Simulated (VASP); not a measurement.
The system is La2LuN3.

```
La Lu N
1.0
     3.67616    0.00000    0.00000
    -1.83808    3.18365    0.00000
     0.00000    0.00000    9.00862
La Lu N
2 1 3
Direct
  0.33333 0.66667 0.66106
  0.66667 0.33333 0.33894
  0.00000 0.00000 0.00000
  0.00000 0.00000 0.50000
  0.33333 0.66667 0.17809
  0.66667 0.33333 0.82191
```

The cell was generated, and may not be a known phase.

* Program: VASP 6.6.1
* Task: relaxation of cell and atoms
* Functional: PBE
* Potentials or basis: VASP PAW PBE potentials, release 64 (La, Lu, N)
* Cutoff: 600 eV
* k mesh: 6 × 6 × 2
* Occupations: gaussian, width 0.1 eV
* Spin: no spin polarisation

At the start: pressure -1.8 GPa; volume 17.57 Å³/atom.

How do energy, volume and symmetry change on relaxing?

Over 10 steps the energy falls by 121.6 meV/atom and the volume is 16.89 Å³/atom (-3.9 %); space group P-3m1 (No. 164, to 0.1 Å) before and after.

The path:
| step | energy change (eV) | largest force (eV/Å) | pressure (GPa) | volume (Å³) |
| --- | --- | --- | --- | --- |
| 1 | 0.0000 | 1.8901 | -1.78 | 105.43 |
| 2 | -0.4428 | 1.4538 | 0.36 | 102.48 |
| 3 | -0.6093 | 0.7103 | 4.25 | 98.82 |
| 4 | -0.6216 | 0.7126 | -4.11 | 104.47 |
| 5 | -0.6979 | 0.4255 | -0.38 | 101.69 |
| 6 | -0.7278 | 0.1234 | 0.41 | 101.02 |
| 7 | -0.7278 | 0.1241 | 0.41 | 101.02 |
| 8 | -0.7288 | 0.0476 | -0.46 | 101.70 |
| 9 | -0.7291 | 0.0716 | -0.21 | 101.48 |
| 10 | -0.7296 | 0.0345 | 0.05 | 101.32 |

Final structure:
```
La Lu N
1.0
     3.61814    0.00000    0.00000
    -1.80907    3.13340    0.00000
     0.00000    0.00000    8.93743
La Lu N
2 1 3
Direct
  0.33333 0.66667 0.67608
  0.66667 0.33333 0.32392
  0.00000 0.00000 0.00000
  0.00000 0.00000 0.50000
  0.33333 0.66667 0.14943
  0.66667 0.33333 0.85057
```
